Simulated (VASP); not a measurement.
# Ti3Al4Ni (P4/mmm) in VASP: notebook

The runs below take Ti3Al4Ni through relaxation of cell and atoms, single point, with PBE.

Program: VASP 6.6.1. These are calculated values, not measurements. Logs are shortened: lines on timing, memory, paths and dates and some standing lists are left out, and cuts for length are marked.

### Step 1. The cell of the first run

It takes space group P4/mmm (No. 123, tetragonal). Conventional cell: a = 5.836 Å, b = 5.836 Å, c = 3.592 Å, α = 90.00°, β = 90.00°, γ = 90.00°. Ti (site symmetry 4/mmm) has 8 Al at 2.86 Å and 6 Ti at 2.92 to 3.59 Å within 3.8 Å. Within 3.6 Å of Ti (site symmetry mmm) lie 8 Al at 2.74 Å and 4 Ti at 2.92 to 3.59 Å and 2 Ni at 2.92 Å. Within 3.6 Å of Al (site symmetry m2m) lie 2 Ni at 2.62 Å and 6 Al at 2.69 to 3.59 Å and 6 Ti at 2.74 to 2.86 Å. Within 3.6 Å of Ni (site symmetry 4/mmm) lie 8 Al at 2.62 Å and 4 Ti at 2.92 Å and 2 Ni at 3.59 Å.

### Step 2. Relaxation of cell and atoms, PBE

INCAR reads:

```
SYSTEM = Ti3Al4Ni
  PREC = Accurate
  ENCUT = 550
  EDIFF = 1E-7
  ISMEAR = 0
  SIGMA = 0.1
  LREAL = .FALSE.
  LASPH = .TRUE.
  NELM = 300
  ALGO = All
  ISIF = 3
  LWAVE = .FALSE.
  LCHARG = .FALSE.
  GGA = PE
  IBRION = 2
  NSW = 90
  EDIFFG = -0.04
  GGA_COMPAT = .FALSE.
  NELMIN = 4
  ISEARCH = 1
  KPAR = 4
```

KPOINTS reads:

```
regular mesh
0
G
  4 4 6
  0 0 0
```

POSCAR reads:

```
Ti3Al4Ni
1.0
    5.8355139428      0.0000000000      0.0000000000
    0.0000000000      5.8355139428      0.0000000000
    0.0000000000      0.0000000000      3.5919545998
Ti Al Ni
3 4 1
Direct
    0.0000000000      0.0000000000      0.5000000000
    0.0000000000      0.5000000000      0.5000000000
    0.5000000000      0.0000000000      0.5000000000
    0.7305307491      0.7305307491      0.0000000000
    0.7305307491      0.2694692509      0.0000000000
    0.2694692509      0.7305307491      0.0000000000
    0.2694692509      0.2694692509      0.0000000000
    0.5000000000      0.5000000000      0.5000000000
```

Potentials or basis: VASP PAW PBE potentials, release 64 (Ti_sv, Al, Ni).

Run with:

```sh
$ cat potpaw_PBE.64/Ti_sv/POTCAR potpaw_PBE.64/Al/POTCAR potpaw_PBE.64/Ni/POTCAR > POTCAR
$ mpirun -np 4 vasp_std > vasp.out
```

OUTCAR:

```text
SYSTEM = Ti3Al4Ni
   PREC = Accurate
   ENCUT = 550
   EDIFF = 1E-7
   ISMEAR = 0
   LREAL = .FALSE.
   LASPH = .TRUE.
   NELM = 300
   ISIF = 3
   GGA = PE
   IBRION = 2
   NSW = 90
   EDIFFG = -0.04
   NELMIN = 4

 ion  position               nearest neighbor table
   1  0.000  0.000  0.500-   4 2.86   5 2.86   6 2.86   7 2.86   4 2.86   5 2.86   6 2.86   7 2.86
                             2 2.92   3 2.92   2 2.92   3 2.92
   2  0.000  0.500  0.500-   4 2.74   5 2.74   6 2.74   7 2.74   4 2.74   5 2.74   6 2.74   7 2.74
                             1 2.92   8 2.92   1 2.92   8 2.92
   3  0.500  0.000  0.500-   4 2.74   5 2.74   6 2.74   7 2.74   4 2.74   5 2.74   6 2.74   7 2.74
                             1 2.92   8 2.92   8 2.92   1 2.92
   4  0.731  0.731  0.000-   8 2.62   8 2.62   5 2.69   6 2.69   2 2.74   2 2.74   3 2.74   3 2.74
                             1 2.86   1 2.86   6 3.14   5 3.14
   5  0.731  0.269  0.000-   8 2.62   8 2.62   4 2.69   7 2.69   2 2.74   2 2.74   3 2.74   3 2.74
                             1 2.86   1 2.86   7 3.14   4 3.14
   6  0.269  0.731  0.000-   8 2.62   8 2.62   4 2.69   7 2.69   2 2.74   2 2.74   3 2.74   3 2.74
                             1 2.86   1 2.86   7 3.14   4 3.14
   7  0.269  0.269  0.000-   8 2.62   8 2.62   5 2.69   6 2.69   2 2.74   2 2.74   3 2.74   3 2.74
                             1 2.86   1 2.86   6 3.14   5 3.14
   8  0.500  0.500  0.500-   4 2.62   5 2.62   6 2.62   7 2.62   4 2.62   5 2.62   6 2.62   7 2.62
                             2 2.92   3 2.92   3 2.92   2 2.92

  LATTYP: Found a simple tetragonal cell.
 ALAT       =     5.8355139428
 C/A-ratio  =     0.6155335477

  Lattice vectors:

 A1 = (   5.8355139428,   0.0000000000,   0.0000000000)
 A2 = (   0.0000000000,   5.8355139428,   0.0000000000)
 A3 = (   0.0000000000,   0.0000000000,   3.5919545998)

Analysis of symmetry for initial positions (statically):
=====================================================================
 Subroutine PRICEL returns:
 Original cell was already a primitive cell.

 Routine SETGRP: Setting up the symmetry group for a
 simple tetragonal supercell.

 Subroutine GETGRP returns: Found 16 space group operations
 (whereof 16 operations were pure point group operations)
 out of a pool of 16 trial point group operations.

The static configuration has the point symmetry D_4h.

Analysis of symmetry for dynamics (positions and initial velocities):
=====================================================================
 Subroutine PRICEL returns:
 Original cell was already a primitive cell.

 Routine SETGRP: Setting up the symmetry group for a
 simple tetragonal supercell.

 Subroutine GETGRP returns: Found 16 space group operations
 (whereof 16 operations were pure point group operations)
 out of a pool of 16 trial point group operations.

The dynamic configuration has the point symmetry D_4h.

 Subroutine INISYM returns: Found 16 space group operations
 (whereof 16 operations are pure point group operations),
 and found     1 'primitive' translations

----------------------------------------------------------------------------------------

                                     Primitive cell

  volume of cell :     122.3176

  direct lattice vectors                    reciprocal lattice vectors
     5.835513943  0.000000000  0.000000000     0.171364512  0.000000000  0.000000000
     0.000000000  5.835513943  0.000000000     0.000000000  0.171364512  0.000000000
     0.000000000  0.000000000  3.591954600     0.000000000  0.000000000  0.278399955

  length of vectors
     5.835513943  5.835513943  3.591954600     0.171364512  0.171364512  0.278399955

  position of ions in fractional coordinates (direct lattice)
     0.000000000  0.000000000  0.500000000
     0.000000000  0.500000000  0.500000000
     0.500000000  0.000000000  0.500000000
     0.730530749  0.730530749  0.000000000
     0.730530749  0.269469251  0.000000000
     0.269469251  0.730530749  0.000000000
     0.269469251  0.269469251  0.000000000
     0.500000000  0.500000000  0.500000000

  ion indices of the primitive-cell ions
   primitive index   ion index
                 1           1
                 2           2
                 3           3
                 4           4
                 5           5
                 6           6
                 7           7
                 8           8

----------------------------------------------------------------------------------------

 KPOINTS: regular mesh

Automatic generation of k-mesh.
 Grid dimensions read from file:
 generate k-points for:    4    4    6

 Generating k-lattice:

  Cartesian coordinates                     Fractional coordinates (reciprocal lattice)
     0.042841128  0.000000000  0.000000000     0.250000000  0.000000000  0.000000000
     0.000000000  0.042841128  0.000000000     0.000000000  0.250000000  0.000000000
     0.000000000  0.000000000  0.046399993     0.000000000  0.000000000  0.166666667

  Length of vectors
     0.042841128  0.042841128  0.046399993

  Shift w.r.t. Gamma in fractional coordinates (k-lattice)
     0.000000000  0.000000000  0.000000000

 Subroutine IBZKPT returns following result:
 ===========================================

 Found     24 irreducible k-points:

 Following reciprocal coordinates:
            Coordinates               Weight
  0.000000  0.000000  0.000000      1.000000
  0.250000  0.000000  0.000000      4.000000
  0.500000  0.000000  0.000000      2.000000
  0.250000  0.250000  0.000000      4.000000
  0.500000  0.250000  0.000000      4.000000
  0.500000  0.500000  0.000000      1.000000
[... 16 lines left out ...]
  0.500000  0.250000  0.500000      4.000000
  0.500000  0.500000  0.500000      1.000000
   k-points           NKPTS =     24   k-points in BZ     NKDIM =     24   number of bands    NBANDS=     34
   number of dos      NEDOS =    301   number of ions     NIONS =      8
   total plane-waves  NPLWV =  64512
   dimension x,y,z NGX =    48 NGY =   48 NGZ =   28
   dimension x,y,z NGXF=    96 NGYF=   96 NGZF=   56
   ions per type =               3   4   1
   NGX,Y,Z   is equivalent  to a cutoff of  13.67, 13.67, 12.96 a.u.
   NGXF,Y,Z  is equivalent  to a cutoff of  27.35, 27.35, 25.92 a.u.
 SYSTEM =  Ti3Al4Ni
   PREC   = accura    normal or accurate (medium, high low for compatibility)
   ISTART =      0    job   : 0-new  1-cont  2-samecut
   ICHARG =      2    charge: 1-file 2-atom 10-const
   ISPIN  =      1    spin polarized calculation?
   LNONCOLLINEAR =      F non collinear calculations
   LSORBIT =      F    spin-orbit coupling
   LASPH  =      T    aspherical Exc in radial PAW
   ENCUT  =  550.0 eV  40.42 Ry    6.36 a.u.  11.16 11.16  6.87*2*pi/ulx,y,z
   NELM   =    300;   NELMIN=  4; NELMDL= -5     # of ELM steps
   EDIFF  = 0.1E-06   stopping-criterion for ELM
   LREAL  =      F    real-space projection
   EDIFFG = -.4E-01   stopping-criterion for IOM
   NSW    =     90    number of steps for IOM
   IBRION =      2    ionic relax: 0-MD 1-quasi-New 2-CG
   NFREE  =      1    steps in history (QN), initial steepest desc. (CG)
   ISIF   =      3    stress and relaxation
   ISYM   =      2    0-nonsym 1-usesym 2-fastsym
   POTIM  = 0.5000    time-step for ionic-motion
   TEBEG  =    0.0;   TEEND  =   0.0 temperature during run
   PSTRESS=    0.0 pullay stress
   NELECT =      58.0000    total number of electrons
   NUPDOWN=      -1.0000    fix difference up-down
   EMIN   =  10.00;   EMAX   =-10.00  energy-range for DOS
   EFERMI =   0.00;   METHOD = LEGACY
   ISMEAR =     0;   SIGMA  =   0.10  broadening in eV -4-tet -1-fermi 0-gaus
   EFERMI_NEDOS =   21; number of points for ismear=-14 and -15
   IALGO  =     58    algorithm
   IMIX   =      4    mixing-type and parameters
     AMIX     =   0.40;   BMIX     =  1.00
     AMIX_MAG =   1.60;   BMIX_MAG =  1.00
  volume/ion in A,a.u.               =      15.29       103.18
  Fermi-wavevector in a.u.,A,eV,Ry     =   1.276599  2.412422 22.173480  1.629705
  Thomas-Fermi vector in A             =   2.409246
   LORBIT       =      0    0 simple, 1 ext, 2 COOP (PROOUT), +10 PAW based schemes
   GGA     = PE    functional components
   LHFCALC =     F    Hartree Fock is set to
   AEXX    =    0.0000 exact exchange contribution
   IVDW    =     0    specifies the selected vdW correction
   LEPSILON=     F    determine dielectric tensor
   LRPA    =     F    only Hartree local field effects (RPA)
 conjugate gradient relaxation of ions
 non-spin polarized calculation
 Gauss-broadening in eV      SIGMA  =   0.10
  energy-cutoff  :      550.00
  volume of cell :      122.32
 maximum number of plane-waves:      3612
 NGX is ok and might be reduce to    48
   NGX = 23   NGY = 23   NGZ = 13

 number of electron      58.0000032 magnetization

 Free energy of the ion-electron system (eV)
  ---------------------------------------------------
  ext. energy  EPLUGINS =         0.00000000
  ---------------------------------------------------
  free energy    TOTEN  =       -47.05270465 eV

  energy without entropy =      -47.01100670  energy(sigma->0) =      -47.03185568

 E-fermi :   8.4703     XC(G=0): -11.2004

 val. band max:        8.4511286982   @ k =   0.2500   0.2500   0.1667
 cond. band min:       8.4740287963   @ k =   0.2500   0.2500   0.5000
 fundamental gap:      0.0229000981
 Fermi energy:         8.4703458956

 k-point     1 :       0.0000    0.0000    0.0000
  band No.  band energies     occupation
      1     -48.2426      2.00000
      2     -48.0527      2.00000
      3     -48.0494      2.00000
      4     -24.6407      2.00000
      5     -24.5513      2.00000
      6     -24.5513      2.00000
[... 26 lines left out ...]
     33       9.7985      0.00000
     34       9.8036      0.00000
[... 820 lines left out ...]
      4     -24.6844      2.00000
      5     -24.4291      2.00000
      6     -24.4291      2.00000
[... 26 lines left out ...]
     33       9.2720      0.00000
     34       9.3315      0.00000

------------------------ aborting loop because EDIFF is reached ----------------------------------------

  FORCE on cell =-STRESS in cart. coord.  units (eV):
  Direction    XX          YY          ZZ          XY          YZ          ZX
  --------------------------------------------------------------------------------------
  -------------------------------------------------------------------------------------
  Total        0.1896549      0.1896549      0.2492579      0.0000000     -0.0000000      0.0000000
  in kB        2.4841949      2.4841949      3.2649040      0.0000000     -0.0000000      0.0000000
  external PRESSURE =       2.7444313 kB  Pullay stress =       0.0000000 kB

 VOLUME and BASIS-vectors are now :
 -----------------------------------------------------------------------------
  energy-cutoff  :      550.00
  volume of cell :      122.32
      direct lattice vectors                 reciprocal lattice vectors
     5.835513943  0.000000000  0.000000000     0.171364512  0.000000000  0.000000000
     0.000000000  5.835513943  0.000000000     0.000000000  0.171364512  0.000000000
     0.000000000  0.000000000  3.591954600     0.000000000  0.000000000  0.278399955

 POSITION                                       TOTAL-FORCE (eV/Angst)
 -----------------------------------------------------------------------------------
      0.00000      0.00000      1.79598        -0.000000      0.000000     -0.000000
      0.00000      2.91776      1.79598        -0.000000      0.000000     -0.000000
      2.91776      0.00000      1.79598        -0.000000      0.000000     -0.000000
      4.26302      4.26302      0.00000         0.024092      0.024092     -0.000000
      4.26302      1.57249      0.00000         0.024092     -0.024092     -0.000000
      1.57249      4.26302      0.00000        -0.024092      0.024092      0.000000
      1.57249      1.57249      0.00000        -0.024092     -0.024092     -0.000000
      2.91776      2.91776      1.79598        -0.000000      0.000000     -0.000000
 -----------------------------------------------------------------------------------
    total drift:                                0.000000      0.000000     -0.000000

  FREE ENERGIE OF THE ION-ELECTRON SYSTEM (eV)
  ---------------------------------------------------
  free  energy   TOTEN  =       -47.0527046537 eV

  energy  without entropy=      -47.0110080647  energy(sigma->0) =      -47.03185636

 reached required accuracy - stopping structural energy minimisation
```

It took 96 s on 4 MPI ranks of AMD EPYC 7R13 (Zen 3), shared host; peak memory 0.36 GiB.

What came out:

```yaml
Free_energy: -47.0527 eV
Pressure_after_relaxing: 0.3 GPa
Largest_force_after_relaxing: 0.034 eV/Å
Band_gap_on_the_k_mesh: zero (bands 29 and 30 overlap by 0.96 eV)
```

Forces in eV/Å, atoms in the order of the input:
```
Ti   0.000  0.000  0.000
Ti   0.000  0.000  0.000
Ti   0.000  0.000  0.000
Al   0.024  0.024  0.000
Al   0.024 -0.024  0.000
Al  -0.024  0.024  0.000
Al  -0.024 -0.024  0.000
Ni   0.000  0.000  0.000
```

Stress tensor (GPa, compression positive):
```
0.25 0.00 0.00
0.00 0.25 0.00
0.00 0.00 0.33
```

Final structure:
```
Ti Al Ni
1.0
     5.83551    0.00000    0.00000
     0.00000    5.83551    0.00000
     0.00000    0.00000    3.59195
Ti Al Ni
3 4 1
Direct
  0.00000 0.00000 0.50000
  0.00000 0.50000 0.50000
  0.50000 0.00000 0.50000
  0.73053 0.73053 0.00000
  0.73053 0.26947 0.00000
  0.26947 0.73053 0.00000
  0.26947 0.26947 0.00000
  0.50000 0.50000 0.50000
```

Levels at points of the mesh, in eV from the Fermi level:
```
           k point  band 27  band 28  band 29  band 30  band 31  band 32
(0.00, 0.00, 0.00)    -0.49    -0.47    -0.28    -0.28     0.99     0.99
(0.50, 0.00, 0.00)    -0.31    -0.27    -0.18     0.43     0.59     0.86
(0.50, 0.50, 0.00)    -0.42    -0.08     0.04     0.16     0.61     0.61
(0.00, 0.00, 0.50)    -0.74    -0.58    -0.53    -0.53     1.50     1.71
(0.50, 0.00, 0.50)    -0.68    -0.37    -0.05     0.02     0.35     1.40
(0.50, 0.50, 0.50)    -0.79     0.43     0.43     0.53     0.53     0.65
```

Caveat: the relaxation stopped at its first step, so nothing moved. Spin polarisation is off, so any magnetic state and its effect on volume and gap are missing.

[end of part 1 of 2]

The gap in the log of VASP goes by the Fermi energy; the results here count the filled bands.